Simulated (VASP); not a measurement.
A run of VASP 6.6.1:

File INCAR:

```
SYSTEM = LiZr3N2
PREC = Accurate
ENCUT = 600
EDIFF = 1E-6
ISMEAR = 0
SIGMA = 0.1
LREAL = .False.
LASPH = .True.
NELM = 80
ALGO = Normal
ISIF = 3
LWAVE = .False.
LCHARG = .False.
GGA = PE
IBRION = 2
NSW = 100
EDIFFG = -0.01
```

File KPOINTS:

```
Automatic mesh
0
Gamma
  6 6 6
  0 0 0
```

Contents of POSCAR:

```
LiZr3N2
1.0
    3.5630352328      2.0571193508      3.1810242576
   -3.5630352328      2.0571193508      3.1810242576
    0.0000000000     -4.1142387015      3.1810242576
Li Zr N
1 3 2
Direct
    0.0000000000      0.0000000000      0.0000000000
    0.0000000000      0.0000000000      0.5000000000
    0.5000000000      0.0000000000      0.0000000000
    0.0000000000      0.5000000000      0.0000000000
    0.7990486158      0.7990486158      0.7990486158
    0.2009513842      0.2009513842      0.2009513842
```

Potentials or basis: VASP PAW PBE potentials, release 64 (Li_sv, Zr_sv, N).

Command:

```sh
$ cat potpaw_PBE.64/Li_sv/POTCAR potpaw_PBE.64/Zr_sv/POTCAR potpaw_PBE.64/N/POTCAR > POTCAR
$ mpirun -np 1 vasp_std > vasp.out
```

Hardware: 1 thread of Intel(R) Xeon(R) 6975P-C (Granite Rapids), with other jobs on the host.

Task: How long does it take, and how much memory?

Result: Run time: 6 min on 1 thread of Intel(R) Xeon(R) 6975P-C (Granite Rapids), with other jobs on the host, peak memory 0.36 GiB. Counts: scf iterations 58, k points 32, ion steps 7.
